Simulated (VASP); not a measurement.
# TaS2: single point with LDA

Crystal: TaS2.

```
Ta S
1.0
     3.35000    0.00000    0.00000
    -1.67500    2.90119    0.00000
     0.00000    0.00000    5.80140
Ta S
1 2
Direct
  0.00000 0.00000 0.00000
  0.33333 0.66667 0.25000
  0.66667 0.33333 0.75000
```

This cell differs from its parent crystal: zz strain of -1 %.

* Program: VASP 6.6.1
* Task: single point
* Functional: LDA
* Potentials or basis: VASP PAW LDA potentials, release 64 (Ta_pv, S)
* Cutoff: 500 eV
* k mesh: 9 × 9 × 5
* Occupations: fermi-dirac, width 0.03 eV
* Spin: no spin polarisation
* Dipole correction: no
* Further INCAR settings: ALGO = Normal; EDIFF = 1e-06; NBANDS = 18

The pressure is 3.2 GPa. The largest force is 1.064 eV/Å.

Forces in eV/Å, atoms in the order of the input:
```
Ta   0.000  0.000  0.000
S    0.000  0.000  1.064
S    0.000  0.000 -1.064
```

Stress tensor (GPa, compression positive):
```
1.20 0.00 0.00
0.00 1.20 0.00
0.00 0.00 7.25
```

Levels at points of the mesh, in eV from the Fermi level:
| k point | band 10 | band 11 | band 12 | band 13 | band 14 | band 15 |
| --- | --- | --- | --- | --- | --- | --- |
| (0.00, 0.00, 0.00) | -0.73 | -0.73 | -0.02 | -0.02 | 0.29 | 4.16 |

Run time: 27 s on 1 thread of Intel(R) Xeon(R) Platinum 8259CL CPU @ 2.50GHz (Skylake/Cascade Lake) (shared host), peak memory 0.17 GiB.

Caveat: the cell differs from its parent crystal (zz strain of -1 %); spin-orbit coupling is left out, which moves the levels of the heavy elements; forces of over 1 eV/Å act on the atoms, so gaps and moduli don't describe the material at rest.
